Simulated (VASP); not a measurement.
# AlNi: single point with PBE

Crystal: AlNi.

```
Ni Al
1.0
     2.88100    0.00000    0.00000
     0.00000    2.88100    0.00000
     0.00000    0.00000    2.99624
Ni Al
1 1
Direct
  0.50000 0.50000 0.50000
  0.00000 0.00000 0.00000
```

```yaml
Program: VASP 6.6.1
Task: single point
Functional: PBE
Potentials_or_basis: VASP PAW PBE potentials, release 64 (Ni, Al)
Cutoff: 520 eV
k_mesh: 8 × 8 × 7
Occupations: fermi-dirac, width 0.05 eV
Spin: collinear spin, ferromagnetic start
Starting_moments: "[1.0, 0.0] μB"
Dipole_correction: no
Further_INCAR_settings: ALGO = Normal; EDIFF = 1e-06; NBANDS = 18
```

The pressure is -3.6 GPa. The net moment is 0.00 μB per cell. The valence electrons inside the program's atomic spheres are Ni 9.40; Al 0.78.

Stress tensor (GPa, compression positive):
```
-1.88  0.00  0.00
 0.00 -1.88  0.00
 0.00  0.00 -7.08
```

Levels at points of the mesh, in eV from the Fermi level:
Spin up:
| k point | band 5 | band 6 | band 7 | band 8 | band 9 | band 10 |
| --- | --- | --- | --- | --- | --- | --- |
| (0.00, 0.00, 0.00) | -1.51 | -1.39 | 4.45 | 5.79 | 5.79 | 7.76 |
| (0.50, 0.00, 0.00) | -2.05 | -1.41 | -0.53 | 8.18 | 9.04 | 9.91 |
| (0.50, 0.50, 0.00) | -2.08 | -2.08 | -0.90 | 1.63 | 2.51 | 11.26 |
Spin down:
```csv
k point,band 5,band 6,band 7,band 8,band 9,band 10
"(0.00, 0.00, 0.00)",-1.51,-1.39,4.45,5.79,5.79,7.76
"(0.50, 0.00, 0.00)",-2.05,-1.42,-0.53,8.18,9.04,9.91
"(0.50, 0.50, 0.00)",-2.08,-2.08,-0.90,1.63,2.51,11.26
```

It took 46 s on 1 thread of Intel Xeon 8259CL, on a shared host, peak memory 0.18 GiB.

Caveat: the cell stands under tension.
